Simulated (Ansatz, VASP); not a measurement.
**One calculation of Sr, two programs**

```xyz
2
Lattice="2.0881 -3.6293 0.0000 2.0881 3.6293 0.0000 0.0000 0.0000 6.9066" Properties=species:S:1:pos:R:3 pbc="T T T"
Sr    2.0881   -2.4272    5.1799
Sr    2.0881    2.4272    1.7266
```

Alike in both runs: task relaxation of cell and atoms; functional PBEsol; k mesh 12 × 12 × 6; occupations gaussian, width 0.1 eV; no spin polarisation.

```csv
,VASP,Ansatz
version,VASP 6.6.1,Ansatz 0.2.0
potentials or method,"VASP PAW PBE potentials, release 64 (Sr_sv), cutoff 600 eV","scalar-relativistic, plane waves, PAW"
valence electrons in the cell,20,20
```

```csv
,VASP,Ansatz,Ansatz less VASP
"gap on the k mesh at the Fermi level, each at its own relaxed structure (eV)",none,none,-
relaxed volume (Å³/atom),52.53,52.34,-0.195
relaxed cell length with the largest relative difference (Å),6.881,6.907,+0.0259
```

VASP's potentials were made for PBE, not for PBEsol. A gap of «none» marks a metal or a gap that the smearing closes.
